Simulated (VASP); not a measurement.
# InSb (Pmmn) in VASP: further runs, part 2 of 3

VASP 6.6.1. The steps go on from the part before.

## Step 3: Electric field gradients, PBE (zz strain of -2 %)

The input, INCAR:

```
SYSTEM = InSb
PREC = Accurate
ENCUT = 520
EDIFF = 1E-8
ISMEAR = -1
SIGMA = 0.08
LREAL = .False.
LASPH = .True.
NELM = 100
ALGO = Normal
ISIF = 2
LWAVE = .False.
LCHARG = .False.
GGA = PE
LEFG = .True.
NBANDS = 26
```

The input, KPOINTS:

```
Automatic mesh
0
Gamma
  6 6 11
  0 0 0
```

The input, POSCAR:

```
InSb
1.0
    5.3570000000      0.0000000000      0.0000000000
    0.0000000000      5.7120000000      0.0000000000
    0.0000000000      0.0000000000      3.0017400000
In Sb
2 2
Direct
    0.0000000000      0.0000000000      0.0000000000
    0.5000000000      0.5000000000      0.0000000000
    0.5000000000      0.0000000000      0.8350000000
    0.0000000000      0.5000000000      0.1650000000
```

Potentials or basis: VASP PAW PBE potentials, release 64 (In_d, Sb).

Run with:

```bash
cat potpaw_PBE.64/In_d/POTCAR potpaw_PBE.64/Sb/POTCAR > POTCAR
mpirun -np 1 vasp_std > vasp.out
```

OUTCAR:

```text
SYSTEM = InSb
   PREC = Accurate
   ENCUT = 520
   EDIFF = 1E-8
   ISMEAR = -1
   LREAL = .False.
   LASPH = .True.
   NELM = 100
   ISIF = 2
   GGA = PE

 ion  position               nearest neighbor table
   1  0.000  0.000  0.000-   3 2.72   3 2.72   4 2.90   4 2.90   3 3.67   3 3.67   4 3.80   4 3.80
                             2 3.92   2 3.92   2 3.92   2 3.92
   2  0.500  0.500  0.000-   4 2.72   4 2.72   3 2.90   3 2.90   4 3.67   4 3.67   3 3.80   3 3.80
                             1 3.92   1 3.92   1 3.92   1 3.92
   3  0.500  0.000  0.835-   1 2.72   1 2.72   2 2.90   2 2.90   1 3.67   1 3.67   2 3.80   2 3.80

   4  0.000  0.500  0.165-   2 2.72   2 2.72   1 2.90   1 2.90   2 3.67   2 3.67   1 3.80   1 3.80

  LATTYP: Found a simple orthorhombic cell.
 ALAT       =     3.0017400000
 B/A-ratio  =     1.7846315804
 C/A-ratio  =     1.9028963201

  Lattice vectors:

 A1 = (   0.0000000000,   0.0000000000,   3.0017400000)
 A2 = (   5.3570000000,   0.0000000000,   0.0000000000)
 A3 = (   0.0000000000,   5.7120000000,   0.0000000000)

Analysis of symmetry for initial positions (statically):
=====================================================================
 Subroutine PRICEL returns:
 Original cell was already a primitive cell.

 Routine SETGRP: Setting up the symmetry group for a
 simple orthorhombic supercell.

 Subroutine GETGRP returns: Found  8 space group operations
 (whereof  4 operations were pure point group operations)
 out of a pool of  8 trial point group operations.

The static configuration has the point symmetry C_2v.
 The point group associated with its full space group is D_2h.

Analysis of symmetry for dynamics (positions and initial velocities):
=====================================================================
 Subroutine PRICEL returns:
 Original cell was already a primitive cell.

 Routine SETGRP: Setting up the symmetry group for a
 simple orthorhombic supercell.

 Subroutine GETGRP returns: Found  8 space group operations
 (whereof  4 operations were pure point group operations)
 out of a pool of  8 trial point group operations.

The dynamic configuration has the point symmetry C_2v.
 The point group associated with its full space group is D_2h.

 Subroutine INISYM returns: Found  8 space group operations
 (whereof  4 operations are pure point group operations),
 and found     1 'primitive' translations

----------------------------------------------------------------------------------------

                                     Primitive cell

  volume of cell :      91.8508

  direct lattice vectors                    reciprocal lattice vectors
     5.357000000  0.000000000  0.000000000     0.186671645  0.000000000  0.000000000
     0.000000000  5.712000000  0.000000000     0.000000000  0.175070028  0.000000000
     0.000000000  0.000000000  3.001740000     0.000000000  0.000000000  0.333140112

  length of vectors
     5.357000000  5.712000000  3.001740000     0.186671645  0.175070028  0.333140112

  position of ions in fractional coordinates (direct lattice)
     0.000000000  0.000000000  0.000000000
     0.500000000  0.500000000  0.000000000
     0.500000000  0.000000000  0.835000000
[... 97 lines left out ...]
   IALGO  =     38    algorithm
   IMIX   =      4    mixing-type and parameters
     AMIX     =   0.40;   BMIX     =  1.00
     AMIX_MAG =   1.60;   BMIX_MAG =  1.00
  volume/ion in A,a.u.               =      22.96       154.96
  Fermi-wavevector in a.u.,A,eV,Ry     =   1.198068  2.264020 19.529343  1.435366
  Thomas-Fermi vector in A             =   2.333966
   LORBIT       =      0    0 simple, 1 ext, 2 COOP (PROOUT), +10 PAW based schemes
   GGA     = PE    functional components
   LHFCALC =     F    Hartree Fock is set to
   AEXX    =    0.0000 exact exchange contribution
   IVDW    =     0    specifies the selected vdW correction
   LEPSILON=     F    determine dielectric tensor
   LRPA    =     F    only Hartree local field effects (RPA)
 non-spin polarized calculation
  energy-cutoff  :      520.00
  volume of cell :       91.85
 maximum number of plane-waves:      2500
 NGX is ok and might be reduce to    40
   NGX = 19   NGY = 21   NGZ = 11

 number of electron      36.0000003 magnetization

 Free energy of the ion-electron system (eV)
  ---------------------------------------------------
  ext. energy  EPLUGINS =         0.00000000
  ---------------------------------------------------
  free energy    TOTEN  =       -12.01513961 eV

  energy without entropy =      -11.98999043  energy(sigma->0) =      -12.00256502

 E-fermi :   9.8700     XC(G=0): -10.8129

 val. band max:        9.8276436668   @ k =   0.1667   0.3333   0.4545
 cond. band min:       9.8845020737   @ k =   0.1667   0.5000   0.4545
 fundamental gap:      0.0568584069
 Fermi energy:         9.8699921065

 k-point     1 :       0.0000    0.0000    0.0000
  band No.  band energies     occupation
      1      -5.5311      2.00000
      2      -5.5229      2.00000
      3      -5.4001      2.00000
      4      -5.1482      2.00000
      5      -5.1328      2.00000
      6      -4.9863      2.00000
[... 685 lines left out ...]
     25      17.3562      0.00000
     26      17.3562      0.00000

 [... further k-points ...]

------------------------ aborting loop because EDIFF is reached ----------------------------------------

  FORCE on cell =-STRESS in cart. coord.  units (eV):
  Direction    XX          YY          ZZ          XY          YZ          ZX
  --------------------------------------------------------------------------------------
  -------------------------------------------------------------------------------------
  Total       18.0066501      9.1617983      7.2184621      0.0000000      0.0000000      0.0000000
  in kB      314.0946866    159.8116343    125.9135145      0.0000000      0.0000000      0.0000000
  external PRESSURE =     199.9399451 kB  Pullay stress =       0.0000000 kB

 VOLUME and BASIS-vectors are now :
 -----------------------------------------------------------------------------
  energy-cutoff  :      520.00
  volume of cell :       91.85
      direct lattice vectors                 reciprocal lattice vectors
     5.357000000  0.000000000  0.000000000     0.186671645  0.000000000  0.000000000
     0.000000000  5.712000000  0.000000000     0.000000000  0.175070028  0.000000000
     0.000000000  0.000000000  3.001740000     0.000000000  0.000000000  0.333140112

 POSITION                                       TOTAL-FORCE (eV/Angst)
 -----------------------------------------------------------------------------------
      0.00000      0.00000      0.00000         0.000000      0.000000      0.253652
      2.67850      2.85600      0.00000         0.000000      0.000000     -0.253652
      2.67850      0.00000      2.50645         0.000000      0.000000     -0.711630
      0.00000      2.85600      0.49529         0.000000      0.000000      0.711630
 -----------------------------------------------------------------------------------
    total drift:                               -0.000000      0.000000     -0.000000

  FREE ENERGIE OF THE ION-ELECTRON SYSTEM (eV)
  ---------------------------------------------------
  free  energy   TOTEN  =       -12.0151396089 eV

  energy  without entropy=      -11.9899904305  energy(sigma->0) =      -12.00256502

 Electric field gradients (V/A^2)
---------------------------------------------------------------------
 ion       V_xx      V_yy      V_zz      V_xy      V_xz      V_yz
---------------------------------------------------------------------
   1     -74.668    19.480    55.188    -0.000    -0.000     0.000
   2     -74.668    19.480    55.188    -0.000     0.000     0.000
   3     -75.677   -69.290   144.967    -0.000     0.000    -0.000
   4     -75.677   -69.290   144.967    -0.000    -0.000    -0.000
---------------------------------------------------------------------

 Electric field gradients after diagonalization (V/A^2)
 (convention: |V_zz| > |V_xx| > |V_yy|)
----------------------------------------------------------------------
 ion       V_xx      V_yy      V_zz     asymmetry (V_yy - V_xx)/ V_zz
----------------------------------------------------------------------
   1      55.188    19.480   -74.668       0.478
   2      55.188    19.480   -74.668       0.478
   3     -75.677   -69.290   144.967       0.044
   4     -75.677   -69.290   144.967       0.044
----------------------------------------------------------------------

           NMR quadrupolar parameters

 Cq : quadrupolar parameter    Cq=e*Q*V_zz/h
 eta: asymmetry parameters     (V_yy - V_xx)/ V_zz
 Q  : nuclear electric quadrupole moment in mb (millibarn)
----------------------------------------------------------------------
 ion       Cq(MHz)       eta       Q (mb)
----------------------------------------------------------------------
   1      -0.181       0.478       1.000
   2      -0.181       0.478       1.000
   3       0.351       0.044       1.000
   4       0.351       0.044       1.000
----------------------------------------------------------------------
```

OSZICAR:

```text
N       E                     dE             d eps       ncg     rms          rms(c)
DAV:   1     0.301336241272E+03    0.30134E+03   -0.15898E+04  5000   0.158E+03
DAV:   2     0.136343966966E+02   -0.28770E+03   -0.28091E+03  5202   0.384E+02
DAV:   3    -0.111961324121E+02   -0.24831E+02   -0.24379E+02  6270   0.127E+02
DAV:   4    -0.121024713241E+02   -0.90634E+00   -0.90337E+00  6058   0.248E+01
DAV:   5    -0.121539801906E+02   -0.51509E-01   -0.51504E-01  7766   0.537E+00    0.700E+00
DAV:   6    -0.120351517633E+02    0.11883E+00   -0.22214E-01  6946   0.769E+00    0.388E+00
DAV:   7    -0.120168059818E+02    0.18346E-01   -0.97812E-02  7052   0.366E+00    0.735E-01
DAV:   8    -0.120149943653E+02    0.18116E-02   -0.13168E-02  6682   0.145E+00    0.391E-01
DAV:   9    -0.120151412173E+02   -0.14685E-03   -0.95673E-04  6404   0.203E-01    0.835E-02
DAV:  10    -0.120151347731E+02    0.64443E-05   -0.33675E-05  6952   0.548E-02    0.284E-02
DAV:  11    -0.120151405097E+02   -0.57366E-05   -0.75520E-06  6084   0.237E-02    0.125E-02
DAV:  12    -0.120151402910E+02    0.21864E-06   -0.47825E-07  7354   0.631E-03    0.310E-03
DAV:  13    -0.120151396581E+02    0.63298E-06   -0.10181E-07  6138   0.370E-03    0.162E-03
DAV:  14    -0.120151396074E+02    0.50638E-07   -0.76719E-09  3598   0.685E-04    0.389E-04
DAV:  15    -0.120151396089E+02   -0.14911E-08   -0.32594E-09  2810   0.372E-04
   1 F= -.12015140E+02 E0= -.12002565E+02  d E =-.251492E-01
```

stdout:

```text
POSCAR found type information on POSCAR InSb
 POSCAR found :  2 types and       4 ions
 scaLAPACK will be used
 LDA part: xc-table for (Slater+PW92), standard interpolation
 POSCAR, INCAR and KPOINTS ok, starting setup
 FFT: planning ... GRIDC
 FFT: planning ... GRID_SOFT
 FFT: planning ... GRID
 WAVECAR not read
 entering main loop
ion   1

ion   2

ion   3

ion   4
```

Run time: 1.7 min. Hardware: 1 thread of AMD EPYC 9R45 (Zen 5), shared host; peak memory 0.3 GiB.

What came out:

- Free energy: -12.0151 eV
- Pressure: 20.0 GPa
- Largest force: 0.712 eV/Å
- Band gap on the k mesh: zero (bands 18 and 19 overlap by 3.23 eV)
- Largest electric field gradient by atom: In -74.7; Sb +145.0 V/Å²

Forces on the atoms (eV/Å):
```
In   0.000  0.000  0.254
In   0.000  0.000 -0.254
Sb   0.000  0.000 -0.712
Sb   0.000  0.000  0.712
```

Electric field gradients, principal values (V/Å²):
| atom | least | middle | greatest (by size) |
| --- | --- | --- | --- |
| 1 In | 19.480 | 55.188 | -74.668 |
| 2 In | 19.480 | 55.188 | -74.668 |
| 3 Sb | -69.290 | -75.677 | 144.967 |
| 4 Sb | -69.290 | -75.677 | 144.967 |

Caveat: the cell differs from its parent crystal (zz strain of -2 %); the stress differs along the axes, from 13 to 31 GPa; without QUAD_EFG the Cq values of the log hold for a quadrupole moment of 1 mb, not for the nuclei; spin-orbit coupling is left out, which moves the levels of the heavy elements.

[end of part 2 of 3]

The gap in the log of VASP goes by the Fermi energy; the results here count the filled bands.